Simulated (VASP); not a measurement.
Set up this calculation in VASP 6.6.1, as the native input.

```yaml
Task: single point
Functional: LDA
Potentials_or_basis: VASP PAW LDA potentials, release 64 (Ru_pv, C)
Cutoff: 520 eV
k_mesh: 12 × 12 × 1
Occupations: gaussian, width 0.1 eV
Spin: collinear spin
Starting_moments: "[0.0, 0.0, 0.0, 0.0, 2.0] μB"
Dipole_correction: yes
Further_INCAR_settings: ALGO = Normal; EDIFF = 1e-07; NBANDS = 42
```

The structure of Ru4C lies in POSCAR:

```
Ru4C
1.0
    2.6740588489      0.0000000000      0.0000000000
   -1.3370294244      2.3158028943      0.0000000000
    0.0000000000      0.0000000000     23.2622039167
Ru C
4 1
Direct
    0.6666666667      0.3333333333      0.1719527528
    0.3333333333      0.6666666667      0.2628031512
    0.6666666667      0.3333333333      0.3532811882
    0.3333333333      0.6666666667      0.4411535534
    0.3333333333      0.6666666667      0.5279896935
```

These files were run (other wordings do the same):

INCAR

```
SYSTEM = Ru4C
PREC = Accurate
ENCUT = 520
EDIFF = 1E-7
ISMEAR = 0
SIGMA = 0.1
LREAL = .False.
LASPH = .True.
NELM = 150
ALGO = Normal
ISIF = 2
LWAVE = .False.
LCHARG = .True.
ISPIN = 2
MAGMOM = 0 0 0 0 2
LORBIT = 11
LMAXMIX = 4
LDIPOL = .True.
IDIPOL = 3
DIPOL = 0.5 0.5 0.351
GGA = CA
LELF = .True.
LVHAR = .True.
LVACPOTAV = .True.
NBANDS = 42
```

KPOINTS

```
Automatic mesh
0
Gamma
  12 12 1
  0 0 0
```

Potentials or basis: VASP PAW LDA potentials, release 64 (Ru_pv, C).

Launch:

```bash
$ cat potpaw_LDA.64/Ru_pv/POTCAR potpaw_LDA.64/C/POTCAR > POTCAR
$ mpirun -np 1 vasp_std > vasp.out
```

Results of the run:

```
Largest force                                         : 3.655 eV/Å
Band gap on the k mesh                                : zero (filled and empty bands overlap)
Net moment                                            : 0.00 μB per cell
Valence electrons inside the program's atomic spheres : Ru 12.60, 12.73, 12.80 (each value once); C 2.03
```

Run time: 13 min on 1 thread of Oxide Virtual Turin-like Processor, on a shared host, peak memory 0.29 GiB.
